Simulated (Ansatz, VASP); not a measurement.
**Pt: VASP beside Ansatz**

```
Pt
1.0
     0.00000    1.98347    1.98347
     1.98347    0.00000    1.98347
     1.98347    1.98347    0.00000
Pt
1
Cartesian
  0.0000 0.0000 0.0000
```

Alike in both runs: task relaxation of cell and atoms; functional PBE; k mesh 18 × 18 × 18; occupations gaussian, width 0.1 eV; no spin polarisation.

```csv
,VASP,Ansatz
version,VASP 6.6.1,Ansatz 0.2.0
potentials or method,"VASP PAW PBE potentials, release 64 (Pt), cutoff 500 eV","scalar-relativistic, plane waves, PAW"
valence electrons in the cell,10,18
```

|  | VASP | Ansatz | Ansatz less VASP |
| --- | --- | --- | --- |
| gap on the k mesh at the Fermi level, each at its own relaxed structure (eV) | none | none | - |
| relaxed volume (Å³/atom) | 15.61 | 15.64 | +0.027 |
| relaxed cell length with the largest relative difference (Å) | 2.805 | 2.807 | +0.0016 |

A gap of «none» marks a metal or a gap that the smearing closes. VASP's potentials hold 10 valence electrons a cell and Ansatz's 18, so a difference there can come from the potentials and not from the codes.

Neither program's run includes spin-orbit coupling.
